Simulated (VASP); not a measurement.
A run of VASP 6.6.1 is set up as follows.

INCAR

```
SYSTEM = KI
PREC = Accurate ; ENCUT = 520
EDIFF = 1E-6 ; ISMEAR = 0
SIGMA = 0.05 ; LREAL = .False.
LASPH = .True. ; NELM = 60
ALGO = Normal ; ISIF = 2
LWAVE = .False. ; LCHARG = .False.
GGA = PE ; NBANDS = 15
```

The input KPOINTS:

```
Automatic mesh
0
Gamma
  6 6 6
  0 0 0
```

The input POSCAR:

```
KI
1.0
    4.2911966600      0.0000000000      0.0000000000
    0.0000000000      4.2911966600      0.0000000000
    0.0000000000      0.0000000000      4.2268287101
K I
1 1
Direct
    0.0000000000      0.0000000000      0.0000000000
    0.5000000000      0.5000000000      0.5000000000
```

Potentials or basis: VASP PAW PBE potentials, release 64 (K_sv, I).

Command:

```bash
$ cat potpaw_PBE.64/K_sv/POTCAR potpaw_PBE.64/I/POTCAR > POTCAR
$ mpirun -np 1 vasp_std > vasp.out
```

Task: Estimate the band gap on the k mesh.

Result: 3.31 eV (least direct gap 3.66 eV).

Task: Estimate the pressure.

Result: 0.7 GPa.

Stress tensor (GPa, compression positive):
```
0.59 0.00 0.00
0.00 0.59 0.00
0.00 0.00 1.06
```

Caveat: the cell differs from its parent crystal (strain +0.000 along x and y, -0.015 along z); spin-orbit coupling is left out, which moves the levels of the heavy elements. A k mesh can miss the band edges.
